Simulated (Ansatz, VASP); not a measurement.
## One calculation of TiC, two programs

```xyz
2
Lattice="0.0000 2.1925 2.1925 2.1925 0.0000 2.1925 2.1925 2.1925 0.0000" Properties=species:S:1:pos:R:3 pbc="T T T"
Ti    0.0000    0.0000    0.0000
C     2.1925    2.1925    2.1925
```

Change from the starting cell: volume scaled by 1.04.

Alike in both runs: task single point; functional PBEsol; k mesh 16 × 16 × 16; occupations fermi-dirac, width 0.03 eV; no spin polarisation.

|  | VASP | Ansatz |
| --- | --- | --- |
| version | VASP 6.6.1 | Ansatz 0.2.0 |
| potentials or method | VASP PAW PBE potentials, release 64 (Ti_sv, C), cutoff 520 eV | all-electron LAPW, scalar-relativistic |

```tsv
	VASP	Ansatz	Ansatz less VASP
pressure (GPa)	-14.7	-15.0	-0.26
```

VASP's potentials were made for PBE, not for PBEsol. Ansatz ran all-electron here, and VASP with PAW potentials.
